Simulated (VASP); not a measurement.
# AlGa3N4 (Pm) in VASP: notebook

Runs on AlGa3N4. Level: PBEsol. Tasks: single point.

Everything below comes from runs of VASP 6.6.1. Logs are shortened: lines on timing, memory, paths and dates and some standing lists are left out, and cuts for length are marked.

## Step 1: The cell of the first run

The structure is monoclinic, space group Pm (No. 6). The conventional cell has a = 5.142 Å, b = 3.165 Å, c = 5.478 Å, α = 90.00°, β = 90.04°, γ = 90.00°. Al (site symmetry m) has 4 N at 1.74 to 2.07 Å within 2.3 Å. Ga (site symmetry m) has 4 N at 1.84 to 2.12 Å within 2.4 Å. Ga (site symmetry m) has 4 N at 1.84 to 2.13 Å within 2.4 Å. Within 2.4 Å of Ga (site symmetry m) lie 4 N at 1.80 to 2.12 Å. N (site symmetry m) has 1 Al at 1.74 Å and 3 Ga at 1.96 to 2.12 Å within 2.3 Å. Within 2.4 Å of N (site symmetry m) lie 2 Ga at 1.80 to 2.13 Å and 2 Al at 1.92 Å. N (site symmetry m) has 4 Ga at 1.84 to 2.12 Å within 2.4 Å. N (site symmetry m) has 3 Ga at 1.84 to 2.00 Å and 1 Al at 2.07 Å within 2.4 Å.

## Step 2: Single point, PBEsol

Input file INCAR:

```
SYSTEM = AlGa3N4
PREC = Accurate
ENCUT = 520
EDIFF = 1E-7
ISMEAR = 0
SIGMA = 0.05
LREAL = .FALSE.
LASPH = .TRUE.
NELM = 80
ALGO = Normal
ISIF = 2
LWAVE = .FALSE.
LCHARG = .FALSE.
GGA = PS
NBANDS = 41
```

Input file KPOINTS:

```
regular mesh
0
G
  6 8 6
  0 0 0
```

Input file POSCAR:

```
AlGa3N4
1.0
    5.1423512025      0.0000000000      0.0001215039
    0.0000000000      3.1649848011      0.0000000000
   -0.0035856884      0.0000000000      5.4784941380
Al Ga N
1 3 4
Direct
    0.0006034235      0.5000000000      0.6673576246
    0.4991167026      0.5000000000      0.3349195796
    0.4990273840      0.0000000000      0.8315570006
    0.9998617813      0.0000000000      0.1661805284
    0.0880208243      0.5000000000      0.3612980740
    0.0859980504      0.0000000000      0.8475767182
    0.5887957099      0.0000000000      0.1874169458
    0.5995844168      0.5000000000      0.6884971644
```

Potentials or basis: VASP PAW PBE potentials, release 64 (Al, Ga_d, N).

Command:

```sh
> cat potpaw_PBE.64/Al/POTCAR potpaw_PBE.64/Ga_d/POTCAR potpaw_PBE.64/N/POTCAR > POTCAR
> mpirun -np 1 vasp_std > vasp.out
```

OUTCAR:

```text
SYSTEM = AlGa3N4
   PREC = Accurate
   ENCUT = 520
   EDIFF = 1E-7
   ISMEAR = 0
   LREAL = .FALSE.
   LASPH = .TRUE.
   NELM = 80
   ISIF = 2
   GGA = PS

 ion  position               nearest neighbor table
   1  0.001  0.500  0.667-   5 1.74   6 1.92   6 1.92   8 2.07
   2  0.499  0.500  0.335-   7 1.84   7 1.84   8 2.00   5 2.12
   3  0.499  0.000  0.832-   8 1.84   8 1.84   7 2.00   6 2.13
   4  1.000  0.000  0.166-   6 1.80   5 1.96   5 1.96   7 2.12
   5  0.088  0.500  0.361-   1 1.74   4 1.96   4 1.96   2 2.12
   6  0.086  0.000  0.848-   4 1.80   1 1.92   1 1.92   3 2.13
   7  0.589  0.000  0.187-   2 1.84   2 1.84   3 2.00   4 2.12
   8  0.600  0.500  0.688-   3 1.84   3 1.84   2 2.00   1 2.07

  LATTYP: Found a simple monoclinic cell.
 ALAT       =     5.1423512039
 B/A-ratio  =     0.6154742598
 C/A-ratio  =     1.0653677849
 COS(beta)  =    -0.0006308743

  Lattice vectors:

 A1 = (   5.1423512025,   0.0000000000,   0.0001215039)
 A2 = (   0.0000000000,   3.1649848011,   0.0000000000)
 A3 = (  -0.0035856884,   0.0000000000,   5.4784941380)

Analysis of symmetry for initial positions (statically):
=====================================================================
 Subroutine PRICEL returns:
 Original cell was already a primitive cell.

 Routine SETGRP: Setting up the symmetry group for a
 simple monoclinic supercell.

 Subroutine GETGRP returns: Found  2 space group operations
 (whereof  2 operations were pure point group operations)
 out of a pool of  4 trial point group operations.

The static configuration has the point symmetry C_1h.

Analysis of symmetry for dynamics (positions and initial velocities):
=====================================================================
 Subroutine PRICEL returns:
 Original cell was already a primitive cell.

 Routine SETGRP: Setting up the symmetry group for a
 simple monoclinic supercell.

 Subroutine GETGRP returns: Found  2 space group operations
 (whereof  2 operations were pure point group operations)
 out of a pool of  4 trial point group operations.

The dynamic configuration has the point symmetry C_1h.

 Subroutine INISYM returns: Found  2 space group operations
 (whereof  2 operations are pure point group operations),
 and found     1 'primitive' translations

----------------------------------------------------------------------------------------

                                     Primitive cell

  volume of cell :      89.1650

  direct lattice vectors                    reciprocal lattice vectors
     5.142351203  0.000000000  0.000121504     0.194463572  0.000000000  0.000127277
     0.000000000  3.164984801  0.000000000     0.000000000  0.315957283  0.000000000
    -0.003585688  0.000000000  5.478494138    -0.000004313  0.000000000  0.182531907

  length of vectors
     5.142351204  3.164984801  5.478495311     0.194463614  0.315957283  0.182531907

  position of ions in fractional coordinates (direct lattice)
     0.000603424  0.500000000  0.667357625
     0.499116703  0.500000000  0.334919580
     0.499027384  0.000000000  0.831557001
     0.999861781  0.000000000  0.166180528
     0.088020824  0.500000000  0.361298074
     0.085998050  0.000000000  0.847576718
     0.588795710  0.000000000  0.187416946
     0.599584417  0.500000000  0.688497164

  ion indices of the primitive-cell ions
   primitive index   ion index
                 1           1
                 2           2
                 3           3
                 4           4
                 5           5
                 6           6
                 7           7
                 8           8

----------------------------------------------------------------------------------------

 KPOINTS: regular mesh

Automatic generation of k-mesh.
 Grid dimensions read from file:
 generate k-points for:    6    8    6

 Generating k-lattice:

  Cartesian coordinates                     Fractional coordinates (reciprocal lattice)
     0.032410595  0.000000000  0.000021213     0.166666667  0.000000000 -0.000000000
     0.000000000  0.039494660  0.000000000     0.000000000  0.125000000  0.000000000
    -0.000000719  0.000000000  0.030421985     0.000000000  0.000000000  0.166666667

  Length of vectors
     0.032410602  0.039494660  0.030421985

  Shift w.r.t. Gamma in fractional coordinates (k-lattice)
     0.000000000  0.000000000  0.000000000

 Subroutine IBZKPT returns following result:
 ===========================================

 Found    100 irreducible k-points:

 Following reciprocal coordinates:
            Coordinates               Weight
  0.000000  0.000000  0.000000      1.000000
  0.166667  0.000000 -0.000000      2.000000
  0.333333  0.000000  0.000000      2.000000
  0.500000  0.000000 -0.000000      1.000000
  0.000000  0.125000  0.000000      2.000000
  0.166667  0.125000 -0.000000      4.000000
[... 16 lines left out ...]
  0.333333  0.000000  0.166667      2.000000
  0.500000  0.000000  0.166667      2.000000
 [... further k-points ...]
   k-points           NKPTS =    100   k-points in BZ     NKDIM =    100   number of bands    NBANDS=     41
   number of dos      NEDOS =    301   number of ions     NIONS =      8
   total plane-waves  NPLWV =  40320
   dimension x,y,z NGX =    40 NGY =   24 NGZ =   42
   dimension x,y,z NGXF=    80 NGYF=   48 NGZF=   84
   ions per type =               1   3   4
   NGX,Y,Z   is equivalent  to a cutoff of  12.93, 12.61, 12.74 a.u.
   NGXF,Y,Z  is equivalent  to a cutoff of  25.86, 25.21, 25.49 a.u.
 SYSTEM =  AlGa3N4
   PREC   = accura    normal or accurate (medium, high low for compatibility)
   ISTART =      0    job   : 0-new  1-cont  2-samecut
   ICHARG =      2    charge: 1-file 2-atom 10-const
   ISPIN  =      1    spin polarized calculation?
   LNONCOLLINEAR =      F non collinear calculations
   LSORBIT =      F    spin-orbit coupling
   LASPH  =      T    aspherical Exc in radial PAW
   ENCUT  =  520.0 eV  38.22 Ry    6.18 a.u.   9.56  5.88 10.19*2*pi/ulx,y,z
   NELM   =     80;   NELMIN=  2; NELMDL= -5     # of ELM steps
   EDIFF  = 0.1E-06   stopping-criterion for ELM
   LREAL  =      F    real-space projection
   EDIFFG = 0.1E-05   stopping-criterion for IOM
   NSW    =      0    number of steps for IOM
   IBRION =     -1    ionic relax: 0-MD 1-quasi-New 2-CG
   NFREE  =      0    steps in history (QN), initial steepest desc. (CG)
   ISIF   =      2    stress and relaxation
   ISYM   =      2    0-nonsym 1-usesym 2-fastsym
   POTIM  = 0.5000    time-step for ionic-motion
   TEBEG  =    0.0;   TEEND  =   0.0 temperature during run
   PSTRESS=    0.0 pullay stress
   NELECT =      62.0000    total number of electrons
   NUPDOWN=      -1.0000    fix difference up-down
   EMIN   =  10.00;   EMAX   =-10.00  energy-range for DOS
   EFERMI =   0.00;   METHOD = LEGACY
   ISMEAR =     0;   SIGMA  =   0.05  broadening in eV -4-tet -1-fermi 0-gaus
   EFERMI_NEDOS =   21; number of points for ismear=-14 and -15
   IALGO  =     38    algorithm
   IMIX   =      4    mixing-type and parameters
     AMIX     =   0.40;   BMIX     =  1.00
     AMIX_MAG =   1.60;   BMIX_MAG =  1.00
  volume/ion in A,a.u.               =      11.15        75.21
  Fermi-wavevector in a.u.,A,eV,Ry     =   1.450354  2.740771 28.620199  2.103525
  Thomas-Fermi vector in A             =   2.567975
   LORBIT       =      0    0 simple, 1 ext, 2 COOP (PROOUT), +10 PAW based schemes
   GGA     = PS    functional components
   LHFCALC =     F    Hartree Fock is set to
   AEXX    =    0.0000 exact exchange contribution
   IVDW    =     0    specifies the selected vdW correction
   LEPSILON=     F    determine dielectric tensor
   LRPA    =     F    only Hartree local field effects (RPA)
 non-spin polarized calculation
 Gauss-broadening in eV      SIGMA  =   0.05
  energy-cutoff  :      520.00
  volume of cell :       89.17
 maximum number of plane-waves:      2426
 NGX is ok and might be reduce to    40
   NGX = 19   NGY = 11   NGZ = 21

 number of electron      61.9999983 magnetization

 Free energy of the ion-electron system (eV)
  ---------------------------------------------------
  ext. energy  EPLUGINS =         0.00000000
  ---------------------------------------------------
  free energy    TOTEN  =       -54.07570699 eV

  energy without entropy =      -54.07570699  energy(sigma->0) =      -54.07570699

 E-fermi :   5.9523     XC(G=0): -11.7272

 val. band max:        5.6801109092   @ k =   0.0000   0.0000   0.0000
 cond. band min:       7.8373962572   @ k =   0.0000   0.0000   0.0000
 fundamental gap:      2.1572853479
 Fermi energy:         5.9522616148

 k-point     1 :       0.0000    0.0000    0.0000
  band No.  band energies     occupation
      1     -10.5228      2.00000
      2      -9.6374      2.00000
      3      -9.4023      2.00000
      4      -8.9945      2.00000
      5      -7.9270      2.00000
      6      -7.8528      2.00000
[... 33 lines left out ...]
     40      15.4384      0.00000
     41      15.4803      0.00000

 k-point     2 :       0.1667    0.0000   -0.0000
  band No.  band energies     occupation
      1     -10.4489      2.00000
      2      -9.6301      2.00000
      3      -9.4351      2.00000
      4      -8.9793      2.00000
      5      -7.9280      2.00000
      6      -7.8580      2.00000
[... 33 lines left out ...]
     40      15.4746      0.00000
     41      15.9615      0.00000

 k-point     3 :       0.3333    0.0000    0.0000
  band No.  band energies     occupation
      1     -10.2616      2.00000
      2      -9.6468      2.00000
      3      -9.5069      2.00000
      4      -8.9472      2.00000
      5      -7.9298      2.00000
      6      -7.8657      2.00000
[... 33 lines left out ...]
     40      15.3582      0.00000
     41      15.4958      0.00000

 k-point     4 :       0.5000    0.0000   -0.0000
  band No.  band energies     occupation
      1     -10.1211      2.00000
      2      -9.7168      2.00000
      3      -9.5268      2.00000
      4      -8.9304      2.00000
      5      -7.9306      2.00000
      6      -7.8684      2.00000
[... 825 lines left out ...]
     40      15.4405      0.00000
     41      15.7201      0.00000

 k-point    23 :       0.3333    0.0000    0.1667
  band No.  band energies     occupation
      1     -10.2022      2.00000
      2      -9.6374      2.00000
      3      -9.4975      2.00000
      4      -8.9804      2.00000
      5      -7.9157      2.00000
      6      -7.8626      2.00000
[... 33 lines left out ...]
     40      15.2442      0.00000
     41      15.2974      0.00000

 k-point    24 :       0.5000    0.0000    0.1667
  band No.  band energies     occupation
      1     -10.0718      2.00000
      2      -9.6705      2.00000
      3      -9.5388      2.00000
      4      -8.9645      2.00000
      5      -7.9168      2.00000
      6      -7.8610      2.00000
[... 33 lines left out ...]
     40      15.2946      0.00000
     41      15.5330      0.00000

 [... further k-points ...]

------------------------ aborting loop because EDIFF is reached ----------------------------------------

  FORCE on cell =-STRESS in cart. coord.  units (eV):
  Direction    XX          YY          ZZ          XY          YZ          ZX
  --------------------------------------------------------------------------------------
  -------------------------------------------------------------------------------------
  Total       -3.3543119      4.3711987      5.5776250      0.0000000      0.0000000     -2.4605230
  in kB      -60.2725347     78.5446409    100.2225218      0.0000000      0.0000000    -44.2123343
  external PRESSURE =      39.4982093 kB  Pullay stress =       0.0000000 kB

 VOLUME and BASIS-vectors are now :
 -----------------------------------------------------------------------------
  energy-cutoff  :      520.00
  volume of cell :       89.17
      direct lattice vectors                 reciprocal lattice vectors
     5.142351203  0.000000000  0.000121504     0.194463572  0.000000000  0.000127277
     0.000000000  3.164984801  0.000000000     0.000000000  0.315957283  0.000000000
    -0.003585688  0.000000000  5.478494138    -0.000004313  0.000000000  0.182531907

 POSITION                                       TOTAL-FORCE (eV/Angst)
 -----------------------------------------------------------------------------------
      0.00071      1.58249      3.65611        -1.664582      0.000000      2.861631
      2.56543      1.58249      1.83492        -1.320968      0.000000      1.643728
      2.56319      0.00000      4.55574        -1.307515      0.000000      1.684404
      5.14104      0.00000      0.91054        -1.229592      0.000000      2.277666
      0.45134      1.58249      1.97938         1.427204      0.000000     -2.832526
      0.43919      0.00000      4.64345         1.278929      0.000000     -2.297681
      3.02712      0.00000      1.02683         1.320099      0.000000     -1.703438
      3.08080      1.58249      3.77200         1.496424      0.000000     -1.633784
 -----------------------------------------------------------------------------------
    total drift:                               -0.001157      0.000000     -0.000298

  FREE ENERGIE OF THE ION-ELECTRON SYSTEM (eV)
  ---------------------------------------------------
  free  energy   TOTEN  =       -54.0757069940 eV

  energy  without entropy=      -54.0757069940  energy(sigma->0) =      -54.07570699
```

It took 3.5 min on 1 thread of AMD EPYC 9R45 (Zen 5), shared host; peak memory 0.37 GiB.

Results:

| Item | Value |
| --- | --- |
| Free energy | -54.0757 eV |
| Pressure | 3.9 GPa |
| Largest force | 3.311 eV/Å |
| Band gap on the k mesh | 2.16 eV |

Forces on the atoms (eV/Å):
```
Al  -1.665  0.000  2.862
Ga  -1.321  0.000  1.644
Ga  -1.308  0.000  1.684
Ga  -1.230  0.000  2.278
N    1.427  0.000 -2.833
N    1.279  0.000 -2.298
N    1.320  0.000 -1.703
N    1.496  0.000 -1.634
```

Stress tensor (GPa, compression positive):
```
-6.03  0.00 -4.42
 0.00  7.85  0.00
-4.42  0.00 10.02
```

Levels at points of the mesh, in eV from the valence-band top:
```
           k point  band 29  band 30  band 31  band 32  band 33  band 34
(0.00, 0.00, 0.00)    -0.47    -0.27     0.00     2.16     4.18     4.80
(0.50, 0.00, 0.00)    -1.06    -0.78    -0.40     4.12     4.29     4.38
(0.00, 0.50, 0.00)    -2.67    -1.67    -1.60     5.78     5.82     6.57
(0.50, 0.50, 0.00)    -1.44    -1.34    -1.33     5.29     5.46     5.82
(0.00, 0.00, 0.50)    -0.83    -0.57    -0.48     4.33     4.42     5.70
(0.50, 0.00, 0.50)    -1.81    -1.76    -1.29     5.05     5.19     5.34
(0.00, 0.50, 0.50)    -1.97    -1.54    -1.40     4.42     4.90     5.43
(0.50, 0.50, 0.50)    -1.63    -1.56    -1.50     4.11     4.32     4.33
```

Caveat: the cell differs from its parent crystal (all N atoms moved +0.200 Å, as atom 5 towards its neighbour atom 8 (N) at 3.087 Å); the cell stands under pressure; the PAW data sets were made with another functional, which shifts forces and pressure a little.

## Step 3: Single point, PBEsol

Input file INCAR:

```
PREC = Accurate ; ENCUT = 520
EDIFF = 1E-6 ; ISMEAR = 0
SIGMA = 0.05 ; LREAL = F
LASPH = T ; NELM = 60
ALGO = Normal ; ISIF = 2
LWAVE = F ; LCHARG = F
GGA = PS ; NBANDS = 41
```

Input file KPOINTS:

```
regular mesh
0
Gamma
  6 8 6
```

Input file POSCAR:

```
AlGa3N4
1.0
    5.1423512025      0.0000000000      0.0001215039
    0.0000000000      3.1649848011      0.0000000000
   -0.0035856884      0.0000000000      5.4784941380
Al Ga N
1 3 4
Direct
    0.0006034235      0.5000000000      0.6673576246
    0.4991167026      0.5000000000      0.3349195796
    0.4990273840      0.0000000000      0.8315570006
    0.9998617813      0.0000000000      0.1661805284
    0.1434047006      0.5000000000      0.3241969209
    0.1413819267      0.0000000000      0.8104755651
    0.6441795862      0.0000000000      0.1503157927
    0.6549682931      0.5000000000      0.6513960113
```

Potentials or basis: VASP PAW PBE potentials, release 64 (Al, Ga_d, N).

Command:

```sh
> cat potpaw_PBE.64/Al/POTCAR potpaw_PBE.64/Ga_d/POTCAR potpaw_PBE.64/N/POTCAR > POTCAR
> mpirun -np 1 vasp_std > vasp.out
```

Wall time 3 min (1 thread of AMD EPYC 9R45 (Zen 5), shared host); peak memory 0.36 GiB.

It converged, with:

```yaml
Free_energy: -54.4471 eV
Pressure: 2.2 GPa
Largest_force: 2.306 eV/Å
Band_gap_on_the_k_mesh: 2.18 eV
```

Forces in eV/Å, atoms in the order of the input:
```
Al   2.161  0.000 -0.805
Ga   1.871  0.000 -0.869
Ga   1.709  0.000 -0.900
Ga   1.738  0.000 -0.592
N   -1.881  0.000  0.772
N   -1.703  0.000  0.611
N   -1.820  0.000  0.955
N   -2.076  0.000  0.828
```

Stress tensor (GPa, compression positive):
```
13.65  0.00  3.64
 0.00 -3.96  0.00
 3.64  0.00 -3.07
```

Levels at points of the mesh, in eV from the valence-band top:
| k point | band 28 | band 29 | band 30 | band 31 | band 32 | band 33 | band 34 | band 35 |
| --- | --- | --- | --- | --- | --- | --- | --- | --- |
| (0.00, 0.00, 0.00) | -0.82 | -0.62 | -0.05 | 0.00 | 2.18 | 4.59 | 4.99 | 5.48 |
| (0.50, 0.00, 0.00) | -0.91 | -0.74 | -0.51 | -0.31 | 4.12 | 4.21 | 4.39 | 4.80 |
| (0.00, 0.50, 0.00) | -2.36 | -2.35 | -1.89 | -1.84 | 4.91 | 4.94 | 6.72 | 6.85 |
| (0.50, 0.50, 0.00) | -1.92 | -1.87 | -1.82 | -1.71 | 5.50 | 5.65 | 5.66 | 5.89 |
| (0.00, 0.00, 0.50) | -1.26 | -1.07 | -0.58 | -0.28 | 4.42 | 4.63 | 6.04 | 6.29 |
| (0.50, 0.00, 0.50) | -1.72 | -1.36 | -1.07 | -1.06 | 5.03 | 5.08 | 5.24 | 5.61 |
| (0.00, 0.50, 0.50) | -2.64 | -2.63 | -0.83 | -0.74 | 4.71 | 4.90 | 5.25 | 5.39 |
| (0.50, 0.50, 0.50) | -1.93 | -1.75 | -1.68 | -1.63 | 4.03 | 4.07 | 4.14 | 4.58 |

Caveat: the cell differs from its parent crystal (all N atoms moved -0.150 Å, as atom 5 towards its neighbour atom 8 (N) at 3.087 Å); the PAW data sets were made with another functional, which shifts forces and pressure a little.
